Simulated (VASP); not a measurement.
Here is a VASP 6.6.1 calculation.

Contents of INCAR:

```
SYSTEM = MgS
PREC = Accurate
ENCUT = 520
EDIFF = 1E-8
ISMEAR = 0
SIGMA = 0.01
LREAL = .FALSE.
LASPH = .TRUE.
NELM = 100
ALGO = Normal
ISIF = 2
LWAVE = .FALSE.
LCHARG = .FALSE.
METAGGA = R2SCAN
LMIXTAU = .TRUE.
LCALCEPS = .TRUE.
```

File KPOINTS:

```
regular mesh
0
G
  6 6 6
  0 0 0
```

The input POSCAR:

```
MgS
1.0
    0.0000000000      2.9158031465      2.9158031465
    2.9158031465      0.0000000000      2.9158031465
    2.9158031465      2.9158031465      0.0000000000
Mg S
1 1
Direct
    0.0000000000      0.0000000000      0.0000000000
    0.2500000000      0.2500000000      0.2500000000
```

Potentials or basis: VASP PAW PBE potentials, release 64 (Mg, S).

The run is started by

```sh
$ cat potpaw_PBE.64/Mg/POTCAR potpaw_PBE.64/S/POTCAR > POTCAR
$ mpirun -np 1 vasp_std > vasp.out
```

**Question.** Predict the electronic dielectric tensor (diagonal).

**Answer.** 3.71.

**Question.** Estimate the Born charges (mean of the diagonal).

**Answer.** Mg +1.93; S -1.93 e.

**Question.** Estimate the band gap on the k mesh.

**Answer.** 3.67 eV.

Born effective charge tensors (e):
atom 1, Mg
```
1.93 0.00 0.00
0.00 1.93 0.00
0.00 0.00 1.93
```
atom 2, S
```
-1.93  0.00  0.00
 0.00 -1.93  0.00
 0.00  0.00 -1.93
```

Caveat: the cell differs from its parent crystal (strain +3.0%); the structure was generated, so it needn't be the stable form of MgS.
